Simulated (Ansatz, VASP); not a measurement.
# Two plane-wave programs on AlO5

```
Al O
1.0
     2.58125   -4.37471    0.00000
     2.58125    4.37471    0.00000
    -1.71151    0.00000    2.94952
Al O
1 5
Cartesian
  -0.8558 0.0000 1.4748
  2.6918 -1.0739 0.6233
  0.7592 -1.0739 2.3262
  0.7592 1.0739 2.3262
  2.6918 1.0739 0.6233
  0.0000 0.0000 0.0000
```

Alike in both runs: task single point; functional PBE; k mesh 4 × 4 × 6; occupations gaussian, width 0.1 eV; no spin polarisation.

|  | VASP | Ansatz |
| --- | --- | --- |
| version | VASP 6.6.1 | Ansatz 0.2.0 |
| potentials or method | VASP PAW PBE potentials, release 64 (Al, O), cutoff 600 eV | scalar-relativistic, plane waves, PAW |
| valence electrons in the cell | 33 | 33 |

|  | VASP | Ansatz | Ansatz less VASP |
| --- | --- | --- | --- |
| gap on the k mesh at the Fermi level (eV) | none | none | - |
| pressure (GPa) | 2.4 | 1.4 | -1.01 |
| traceless stress, the component that is largest in VASP (GPa) | 1.44 | -1.35 | -2.788 |
| rms of the force components (eV/Å) | 0.330 | 0.037 | -0.2937 |

Atom by atom the forces differ by 0.335 eV/Å (rms over components). A gap of «none» marks a metal or a gap that the smearing closes.

The k mesh is coarse, so the values compare programs but aren't converged.
